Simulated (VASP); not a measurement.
# Li (Im-3m) in VASP: notebook

The runs below take Li through single point, with PBE.

All numbers are computed with VASP 6.6.1; they aren't measurements. Logs are shortened: lines on timing, memory, paths and dates and some standing lists are left out, and cuts for length are marked.

**1. The cell of the first run**

The structure is cubic, space group Im-3m (No. 229). Conventional cell: a = 3.363 Å, b = 3.363 Å, c = 3.363 Å, α = 90.00°, β = 90.00°, γ = 90.00°. Li (site symmetry m-3m) has 14 Li at 2.91 to 3.36 Å within 3.8 Å.

**2. Single point, PBE**

File INCAR:

```
SYSTEM = Li
  PREC = Accurate
  ENCUT = 520
  EDIFF = 1E-7
  ISMEAR = -1
  SIGMA = 0.15
  LREAL = .FALSE.
  LASPH = .TRUE.
  NELM = 80
  ALGO = Normal
  ISIF = 2
  LWAVE = .FALSE.
  LCHARG = .TRUE.
  GGA = PE
  LELF = .TRUE.
  LVHAR = .TRUE.
  NBANDS = 8
```

File KPOINTS:

```
Automatic mesh
0
G
  13 13 13
  0 0 0
```

File POSCAR:

```
Li
1.0
   -1.6814529704      1.6814529704      1.6814529704
    1.6814529704     -1.6814529704      1.6814529704
    1.6814529704      1.6814529704     -1.6814529704
Li
1
Direct
    0.0000000000      0.0000000000      0.0000000000
```

Potentials or basis: VASP PAW PBE potentials, release 64 (Li_sv).

Launch:

```bash
$ cat potpaw_PBE.64/Li_sv/POTCAR > POTCAR
$ mpirun -np 1 vasp_std > vasp.out
```

OUTCAR:

```text
SYSTEM = Li
   PREC = Accurate
   ENCUT = 520
   EDIFF = 1E-7
   ISMEAR = -1
   LREAL = .FALSE.
   LASPH = .TRUE.
   NELM = 80
   ISIF = 2
   GGA = PE

 ion  position               nearest neighbor table
   1  0.000  0.000  0.000-

  LATTYP: Found a body centered cubic cell.
 ALAT       =     3.3629059408

  Lattice vectors:

 A1 = (  -1.6814529704,   1.6814529704,   1.6814529704)
 A2 = (   1.6814529704,  -1.6814529704,   1.6814529704)
 A3 = (   1.6814529704,   1.6814529704,  -1.6814529704)

Analysis of symmetry for initial positions (statically):
=====================================================================
 Subroutine PRICEL returns:
 Original cell was already a primitive cell.

 Routine SETGRP: Setting up the symmetry group for a
 body centered cubic supercell.

 Subroutine GETGRP returns: Found 48 space group operations
 (whereof 48 operations were pure point group operations)
 out of a pool of 48 trial point group operations.

The static configuration has the point symmetry O_h .

Analysis of symmetry for dynamics (positions and initial velocities):
=====================================================================
 Subroutine PRICEL returns:
 Original cell was already a primitive cell.

 Routine SETGRP: Setting up the symmetry group for a
 body centered cubic supercell.

 Subroutine GETGRP returns: Found 48 space group operations
 (whereof 48 operations were pure point group operations)
 out of a pool of 48 trial point group operations.

The dynamic configuration has the point symmetry O_h .

 Subroutine INISYM returns: Found 48 space group operations
 (whereof 48 operations are pure point group operations),
 and found     1 'primitive' translations

----------------------------------------------------------------------------------------

                                     Primitive cell

  volume of cell :      19.0158

  direct lattice vectors                    reciprocal lattice vectors
    -1.681452970  1.681452970  1.681452970     0.000000000  0.297361870  0.297361870
     1.681452970 -1.681452970  1.681452970     0.297361870  0.000000000  0.297361870
     1.681452970  1.681452970 -1.681452970     0.297361870  0.297361870  0.000000000

  length of vectors
     2.912361975  2.912361975  2.912361975     0.420533190  0.420533190  0.420533190

  position of ions in fractional coordinates (direct lattice)
     0.000000000  0.000000000  0.000000000

  ion indices of the primitive-cell ions
   primitive index   ion index
                 1           1

----------------------------------------------------------------------------------------

 KPOINTS: Automatic mesh

Automatic generation of k-mesh.
 Grid dimensions read from file:
 generate k-points for:   13   13   13

 Generating k-lattice:

  Cartesian coordinates                     Fractional coordinates (reciprocal lattice)
     0.000000000  0.022873990  0.022873990     0.076923077  0.000000000  0.000000000
     0.022873990  0.000000000  0.022873990     0.000000000  0.076923077  0.000000000
     0.022873990  0.022873990  0.000000000     0.000000000  0.000000000  0.076923077

  Length of vectors
     0.032348707  0.032348707  0.032348707

  Shift w.r.t. Gamma in fractional coordinates (k-lattice)
     0.000000000  0.000000000  0.000000000

 Subroutine IBZKPT returns following result:
 ===========================================

 Found     84 irreducible k-points:

 Following reciprocal coordinates:
            Coordinates               Weight
  0.000000  0.000000  0.000000      1.000000
  0.076923  0.000000  0.000000     12.000000
  0.153846  0.000000  0.000000     12.000000
  0.230769  0.000000  0.000000     12.000000
  0.307692  0.000000  0.000000     12.000000
  0.384615  0.000000  0.000000     12.000000
[... 16 lines left out ...]
  0.153846  0.076923  0.076923     24.000000
  0.230769  0.076923  0.076923     24.000000
 [... further k-points ...]
   k-points           NKPTS =     84   k-points in BZ     NKDIM =     84   number of bands    NBANDS=      8
   number of dos      NEDOS =    301   number of ions     NIONS =      1
   total plane-waves  NPLWV =  13824
   dimension x,y,z NGX =    24 NGY =   24 NGZ =   24
   dimension x,y,z NGXF=    48 NGYF=   48 NGZF=   48
   ions per type =               1
   NGX,Y,Z   is equivalent  to a cutoff of  13.70, 13.70, 13.70 a.u.
   NGXF,Y,Z  is equivalent  to a cutoff of  27.40, 27.40, 27.40 a.u.
 SYSTEM =  Li
   PREC   = accura    normal or accurate (medium, high low for compatibility)
   ISTART =      0    job   : 0-new  1-cont  2-samecut
   ICHARG =      2    charge: 1-file 2-atom 10-const
   ISPIN  =      1    spin polarized calculation?
   LNONCOLLINEAR =      F non collinear calculations
   LSORBIT =      F    spin-orbit coupling
   LASPH  =      T    aspherical Exc in radial PAW
   ENCUT  =  520.0 eV  38.22 Ry    6.18 a.u.   5.42  5.42  5.42*2*pi/ulx,y,z
   NELM   =     80;   NELMIN=  2; NELMDL= -5     # of ELM steps
   EDIFF  = 0.1E-06   stopping-criterion for ELM
   LREAL  =      F    real-space projection
   EDIFFG = 0.1E-05   stopping-criterion for IOM
   NSW    =      0    number of steps for IOM
   IBRION =     -1    ionic relax: 0-MD 1-quasi-New 2-CG
   NFREE  =      0    steps in history (QN), initial steepest desc. (CG)
   ISIF   =      2    stress and relaxation
   ISYM   =      2    0-nonsym 1-usesym 2-fastsym
   POTIM  = 0.5000    time-step for ionic-motion
   TEBEG  =    0.0;   TEEND  =   0.0 temperature during run
   PSTRESS=    0.0 pullay stress
   NELECT =       3.0000    total number of electrons
   NUPDOWN=      -1.0000    fix difference up-down
   EMIN   =  10.00;   EMAX   =-10.00  energy-range for DOS
   EFERMI =   0.00;   METHOD = LEGACY
   ISMEAR =    -1;   SIGMA  =   0.15  broadening in eV -4-tet -1-fermi 0-gaus
   EFERMI_NEDOS =   21; number of points for ismear=-14 and -15
   IALGO  =     38    algorithm
   IMIX   =      4    mixing-type and parameters
     AMIX     =   0.40;   BMIX     =  1.00
     AMIX_MAG =   1.60;   BMIX_MAG =  1.00
  volume/ion in A,a.u.               =      19.02       128.32
  Fermi-wavevector in a.u.,A,eV,Ry     =   0.884594  1.671640 10.646642  0.782506
  Thomas-Fermi vector in A             =   2.005515
   LORBIT       =      0    0 simple, 1 ext, 2 COOP (PROOUT), +10 PAW based schemes
   GGA     = PE    functional components
   LHFCALC =     F    Hartree Fock is set to
   AEXX    =    0.0000 exact exchange contribution
   IVDW    =     0    specifies the selected vdW correction
   LEPSILON=     F    determine dielectric tensor
   LRPA    =     F    only Hartree local field effects (RPA)
 non-spin polarized calculation
  energy-cutoff  :      520.00
  volume of cell :       19.02
 maximum number of plane-waves:       533
 NGX is ok and might be reduce to    24
   NGX = 11   NGY = 11   NGZ = 11

 number of electron       3.0000007 magnetization

 Free energy of the ion-electron system (eV)
  ---------------------------------------------------
  ext. energy  EPLUGINS =         0.00000000
  ---------------------------------------------------
  free energy    TOTEN  =        -1.91854841 eV

  energy without entropy =       -1.88448814  energy(sigma->0) =       -1.90151828

 E-fermi :   0.8254     XC(G=0):  -7.2014

 val. band max:        0.7161403349   @ k =  -0.3077   0.4615   0.0769
 cond. band min:       0.8311032798   @ k =  -0.3846   0.4615   0.0769
 fundamental gap:      0.1149629449
 Fermi energy:         0.8253557139

 k-point     1 :       0.0000    0.0000    0.0000
  band No.  band energies     occupation
      1     -45.6144      2.00000
      2      -2.8336      2.00000
      3      16.0968      0.00000
      4      16.0968      0.00000
      5      16.0969      0.00000
      6      21.0018      0.00000
      7      21.0018      0.00000
      8      21.0019      0.00000

 k-point     2 :       0.0769    0.0000    0.0000
  band No.  band energies     occupation
      1     -45.6130      2.00000
      2      -2.7192      2.00000
      3      15.2901      0.00000
      4      15.5217      0.00000
      5      15.8876      0.00000
      6      19.4568      0.00000
      7      19.6735      0.00000
      8      21.0892      0.00000

 k-point     3 :       0.1538    0.0000    0.0000
  band No.  band energies     occupation
      1     -45.6090      2.00000
      2      -2.3754      2.00000
      3      13.1046      0.00000
      4      14.4271      0.00000
      5      15.3205      0.00000
      6      18.1512      0.00000
      7      18.4977      0.00000
      8      20.7957      0.00000

 k-point     4 :       0.2308    0.0000    0.0000
  band No.  band energies     occupation
      1     -45.6034      2.00000
      2      -1.8028      2.00000
      3      10.5305      0.00000
      4      13.3777      0.00000
      5      14.5984      0.00000
      6      16.9093      0.00000
      7      18.2730      0.00000
      8      21.1476      0.00000

 k-point     5 :       0.3077    0.0000    0.0000
  band No.  band energies     occupation
      1     -45.5974      2.00000
      2      -1.0098      1.99999
      3       8.1025      0.00000
      4      12.5407      0.00000
      5      13.9343      0.00000
      6      15.9730      0.00000
      7      18.3590      0.00000
      8      21.9623      0.00000

 k-point     6 :       0.3846    0.0000    0.0000
  band No.  band energies     occupation
      1     -45.5925      2.00000
      2      -0.0424      1.99387
      3       6.0088      0.00000
      4      11.9679      0.00000
      5      13.4488      0.00000
      6      15.3476      0.00000
      7      18.5724      0.00000
      8      23.0795      0.00000

 k-point     7 :       0.4615    0.0000    0.0000
  band No.  band energies     occupation
      1     -45.5898      2.00000
      2       0.8651      0.86826
      3       4.5302      0.00000
      4      11.6782      0.00000
      5      13.1960      0.00000
      6      15.0346      0.00000
      7      18.7479      0.00000
      8      24.1753      0.00000

 k-point     8 :       0.0769    0.0769    0.0000
  band No.  band energies     occupation
      1     -45.6102      2.00000
      2      -2.4898      2.00000
      3      14.2615      0.00000
      4      14.2683      0.00000
      5      15.2378      0.00000
      6      18.6453      0.00000
      7      18.9304      0.00000
      8      20.8680      0.00000

 k-point     9 :       0.1538    0.0769    0.0000
  band No.  band energies     occupation
      1     -45.6054      2.00000
      2      -2.0309      2.00000
      3      11.8330      0.00000
      4      13.1903      0.00000
      5      14.3731      0.00000
      6      18.2695      0.00000
      7      18.3356      0.00000
      8      21.0032      0.00000

 k-point    10 :       0.2308    0.0769   -0.0000
  band No.  band energies     occupation
      1     -45.5997      2.00000
      2      -1.3445      2.00000
      3       9.3115      0.00000
      4      12.2800      0.00000
      5      13.5479      0.00000
      6      17.5616      0.00000
      7      18.3500      0.00000
      8      21.5704      0.00000
[... 78 lines left out ...]
 k-point    18 :       0.2308    0.2308    0.0000
  band No.  band energies     occupation
      1     -45.5911      2.00000
      2       0.2594      1.95506
      3       6.6919      0.00000
      4       8.9080      0.00000
      5      12.3649      0.00000
      6      18.7950      0.00000
      7      19.7263      0.00000
      8      23.5511      0.00000

 k-point    19 :       0.3077    0.2308    0.0000
  band No.  band energies     occupation
      1     -45.5881      2.00000
      2       1.3385      0.06330
      3       5.0873      0.00000
      4       8.2219      0.00000
      5      12.0731      0.00000
      6      19.1643      0.00000
      7      20.3911      0.00000
      8      23.3647      0.00000

 k-point    20 :       0.3846    0.2308   -0.0000
  band No.  band energies     occupation
      1     -45.5870      2.00000
      2       2.0839      0.00045
      3       4.1315      0.00000
      4       8.0236      0.00000
      5      11.9735      0.00000
      6      19.2713      0.00000
      7      21.0441      0.00000
      8      22.3537      0.00000

 k-point    21 :       0.3077    0.3077    0.0000
  band No.  band energies     occupation
      1     -45.5865      2.00000
      2       2.4928      0.00003
      3       3.9359      0.00000
      4       7.4320      0.00000
      5      11.9318      0.00000
      6      20.1417      0.00000
      7      20.9044      0.00000
      8      21.8948      0.00000

 k-point    22 :       0.0769    0.0769    0.0769
  band No.  band energies     occupation
      1     -45.6066      2.00000
      2      -2.1463      2.00000
      3      13.1447      0.00000
      4      13.1447      0.00000
      5      13.3660      0.00000
      6      18.9689      0.00000
      7      18.9689      0.00000
      8      22.4398      0.00000

 k-point    23 :       0.1538    0.0769    0.0769
  band No.  band energies     occupation
      1     -45.6016      2.00000
      2      -1.5728      2.00000
      3      10.5968      0.00000
      4      12.0793      0.00000
      5      12.5093      0.00000
      6      19.0819      0.00000
      7      19.2951      0.00000
      8      22.2768      0.00000

 k-point    24 :       0.2308    0.0769    0.0769
  band No.  band energies     occupation
      1     -45.5962      2.00000
      2      -0.7747      1.99995
      3       8.1735      0.00000
      4      11.2328      0.00000
      5      11.8423      0.00000
      6      18.8590      0.00000
      7      19.5423      0.00000
      8      22.6299      0.00000

 [... further k-points ...]

------------------------ aborting loop because EDIFF is reached ----------------------------------------

  FORCE on cell =-STRESS in cart. coord.  units (eV):
  Direction    XX          YY          ZZ          XY          YZ          ZX
  --------------------------------------------------------------------------------------
  -------------------------------------------------------------------------------------
  Total        0.1083676      0.1083676      0.1083676     -0.0000000     -0.0000000     -0.0000000
  in kB        9.1305234      9.1305234      9.1305234     -0.0000000     -0.0000000     -0.0000000
  external PRESSURE =       9.1305234 kB  Pullay stress =       0.0000000 kB

 VOLUME and BASIS-vectors are now :
 -----------------------------------------------------------------------------
  energy-cutoff  :      520.00
  volume of cell :       19.02
      direct lattice vectors                 reciprocal lattice vectors
    -1.681452970  1.681452970  1.681452970     0.000000000  0.297361870  0.297361870
     1.681452970 -1.681452970  1.681452970     0.297361870  0.000000000  0.297361870
     1.681452970  1.681452970 -1.681452970     0.297361870  0.297361870  0.000000000

 POSITION                                       TOTAL-FORCE (eV/Angst)
 -----------------------------------------------------------------------------------
      0.00000      0.00000      0.00000        -0.000000      0.000000      0.000000
 -----------------------------------------------------------------------------------
    total drift:                               -0.000000      0.000000     -0.000000

  FREE ENERGIE OF THE ION-ELECTRON SYSTEM (eV)
  ---------------------------------------------------
  free  energy   TOTEN  =        -1.9185484121 eV

  energy  without entropy=       -1.8844881387  energy(sigma->0) =       -1.90151828
```

Wall time 15 s (1 thread of Intel Xeon 8259CL, shared host); peak memory 0.13 GiB.

Results:

```
Free energy            : -1.9185 eV
Band gap on the k mesh : zero (an odd number of electrons rules out a gap without spin polarisation)
```

Caveat: the cutoff is under 1.25 times the usual one of these potentials, so pressure, stress and relaxed cells hold a basis-set (Pulay) error.

**3. Single point, PBE**

This run uses another cell than the first one, of 19.88 Å³/atom.

File INCAR:

```
ALGO     = Normal         # electronic algorithm
EDIFF    = 1E-6           # SCF threshold, eV
ENCUT    = 520            # plane-wave cutoff, eV
GGA      = PE             # functional
ISIF     = 2              # what is computed and relaxed
ISMEAR   = -1             # smearing method
LASPH    = True           # aspherical terms in the spheres
LCHARG   = False          # write CHGCAR
LREAL    = False          # projectors in reciprocal space
LWAVE    = False          # write WAVECAR
NBANDS   = 8              # bands
NELM     = 80             # most SCF steps
PREC     = Accurate       # precision mode
SIGMA    = 0.15           # smearing width, eV
```

File KPOINTS:

```
k-points
0
Gamma
  13 13 13
```

File POSCAR:

```
Li
1.0
   -1.7065529839      1.7065529839      1.7065529839
    1.7065529839     -1.7065529839      1.7065529839
    1.7065529839      1.7065529839     -1.7065529839
Li
1
Direct
    0.0000000000      0.0000000000      0.0000000000
```

Potentials or basis: VASP PAW PBE potentials, release 64 (Li_sv).

Launch:

```bash
$ cat potpaw_PBE.64/Li_sv/POTCAR > POTCAR
$ mpirun -np 1 vasp_std > vasp.out
```

It took 13 s on 1 thread of Intel Xeon 8259CL, shared host; peak memory 0.13 GiB.

The run converged. Its results:

| Property | Result |
| --- | --- |
| Free energy | -1.9222 eV |
| Band gap on the k mesh | zero (an odd number of electrons rules out a gap without spin polarisation) |

Levels at points of the mesh, in eV from the Fermi level:
| k point | band 1 | band 2 | band 3 | band 4 | band 5 | band 6 |
| --- | --- | --- | --- | --- | --- | --- |
| (0.00, 0.00, 0.00) | -46.51 | -3.60 | 14.80 | 14.80 | 14.80 | 19.61 |

Caveat: the cutoff is under 1.25 times the usual one of these potentials, so pressure, stress and relaxed cells hold a basis-set (Pulay) error.
